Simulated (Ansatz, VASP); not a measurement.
## Bi in VASP and in Ansatz

```
Bi
1.0
    -2.01360    2.01360    2.01360
     2.01360   -2.01360    2.01360
     2.01360    2.01360   -2.01360
Bi
1
Direct
  0.00000 0.00000 0.00000
```

Alike in both runs: functional PBE; k mesh 15 × 15 × 15; occupations fermi-dirac, width 0.05 eV; non-collinear spin, spin-orbit coupling.

Ansatz relaxed the structure, and its values are those at the end. VASP's run is a single point on that final structure, the one shown.

```csv
,VASP,Ansatz
version,VASP 6.6.1,Ansatz 0.2.0
potentials or method,"VASP PAW PBE potentials, release 64 (Bi_d), cutoff 520 eV",all-electron LAPW
```

|  | VASP | Ansatz | Ansatz less VASP |
| --- | --- | --- | --- |
| pressure (GPa) | -0.3 | 0.0 | +0.30 |

Ansatz ran all-electron here, and VASP with PAW potentials.
